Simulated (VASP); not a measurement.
Al, 1 atom in the cell. Symmetry: Fm-3m, No. 225, cubic system. The conventional cell has a = 4.032 Å, b = 4.032 Å, c = 4.032 Å, α = 90.00°, β = 90.00°, γ = 90.00°. Within 3.8 Å of Al (site symmetry m-3m) lie 12 Al at 2.85 Å.  This cell differs from its parent crystal: volume scaled by 1.03.

| Quantity | Value |
| --- | --- |
| Program | VASP 6.6.1 |
| Task | single point |
| Functional | r2SCAN |
| Potentials or basis | VASP PAW PBE potentials, release 64 (Al) |
| Cutoff | 520 eV |
| k mesh | 18 × 18 × 18 |
| Occupations | gaussian, width 0.1 eV |
| Spin | no spin polarisation |
| Dipole correction | no |
| Further INCAR settings | ALGO = Normal; EDIFF = 1e-07; NBANDS = 8 |

Potentials or basis: VASP PAW PBE potentials, release 64 (Al).

The run is started by

```sh
$ cat potpaw_PBE.64/Al/POTCAR > POTCAR
$ cp INCAR.step1 INCAR
$ mpirun -np 1 vasp_std > vasp.out
$ cp INCAR.step2 INCAR
$ mpirun -np 1 vasp_std > vasp.out
```

Hardware: 1 thread of Intel(R) Xeon(R) Platinum 8488C (Sapphire Rapids) (shared host).

Q: Estimate the wall time of this run.

A: It took 54 s on 1 thread of Intel(R) Xeon(R) Platinum 8488C (Sapphire Rapids), on a shared host, peak memory 0.15 GiB. Counts: k points 195.
